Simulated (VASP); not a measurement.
Wanted: the native input for a VASP 6.6.1 run.

```yaml
Task: single point
Functional: PBE
Potentials_or_basis: VASP PAW PBE potentials, release 64 (B)
Cutoff: 520 eV
k_mesh: 6 × 6 × 6
Occupations: gaussian, width 0.1 eV
Spin: no spin polarisation
Dipole_correction: no
Further_INCAR_settings: ALGO = Normal; EDIFF = 1e-06; NBANDS = 18
```

The structure of B lies in POSCAR:

```
B
1.0
    0.0000000000      5.4731390590      2.0485411007
    2.1193186788      0.0000000000      2.0485411007
    2.1193186788      5.4731390590      0.0000000000
B
6
Direct
    0.2472980913      0.2472980913      0.2527019087
    0.9972980913      0.9972980913      0.0027019087
    1.0895472255      0.4050157132      0.0949928615
    0.4050157132      1.0895472255      0.4104441997
    0.8395558003      0.1550071385      0.8449842868
    0.1550071385      0.8395558003      0.1604527745
```

One way to write it, as run:

INCAR

```
  ALGO = Normal
  EDIFF = 1E-6
  ENCUT = 520
  GGA = PE
  ISIF = 2
  ISMEAR = 0
  LASPH = True
  LCHARG = True
  LELF = True
  LREAL = False
  LVHAR = True
  LWAVE = False
  NBANDS = 18
  NELM = 60
  PREC = Accurate
  SIGMA = 0.1
```

KPOINTS

```
k-points
0
Gamma
  6 6 6
```

Potentials or basis: VASP PAW PBE potentials, release 64 (B).

Launch:

```console
$ cat potpaw_PBE.64/B/POTCAR > POTCAR
$ mpirun -np 1 vasp_std > vasp.out
```

It gave:

```
Pressure               : 0.1 GPa
Largest force          : 0.006 eV/Å
Band gap on the k mesh : zero (band 9 reaches 7.55 eV, above the bottom of band 10 at 3.60 eV)
```

Caveat: the k points lie up to 0.37 Å⁻¹ apart.

It took 72 s on 1 thread of AMD EPYC 7R43 64-Core Processor (Zen 3) (shared host), peak memory 0.18 GiB.
